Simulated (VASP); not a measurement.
CsH, 2 atoms in the cell. The structure is tetragonal, space group I4/mmm (No. 139). The conventional cell has a = 4.148 Å, b = 4.148 Å, c = 6.376 Å, α = 90.00°, β = 90.00°, γ = 90.00°. Within 3.9 Å of Cs (site symmetry 4/mmm) lie 6 H at 2.93 to 3.19 Å. H (site symmetry 4/mmm) has 6 Cs at 2.93 to 3.19 Å within 3.9 Å.  This cell differs from its parent crystal: strain -0.080 along x and y, +0.000 along z.

* Program: VASP 6.6.1
* Task: single point
* Functional: r2SCAN
* Potentials or basis: VASP PAW PBE potentials, release 64 (Cs_sv, H)
* Cutoff: 520 eV
* k mesh: 6 × 6 × 6
* Occupations: gaussian, width 0.05 eV
* Spin: no spin polarisation
* Dipole correction: no
* Further INCAR settings: ALGO = Normal; EDIFF = 1e-07; NBANDS = 12

Potentials or basis: VASP PAW PBE potentials, release 64 (Cs_sv, H).

Command:

```sh
$ cat potpaw_PBE.64/Cs_sv/POTCAR potpaw_PBE.64/H/POTCAR > POTCAR
$ cp INCAR.step1 INCAR
$ mpirun -np 1 vasp_std > vasp.out
$ cp INCAR.step2 INCAR
$ mpirun -np 1 vasp_std > vasp.out
```

Hardware: 1 thread of Intel(R) Xeon(R) Platinum 8559C (Emerald Rapids) (shared host).

Question: How long does it take, and how much memory?

Answer: It took 33 s on 1 thread of Intel(R) Xeon(R) Platinum 8559C (Emerald Rapids), with other jobs on the host, peak memory 0.18 GiB. Counts: k points 30.
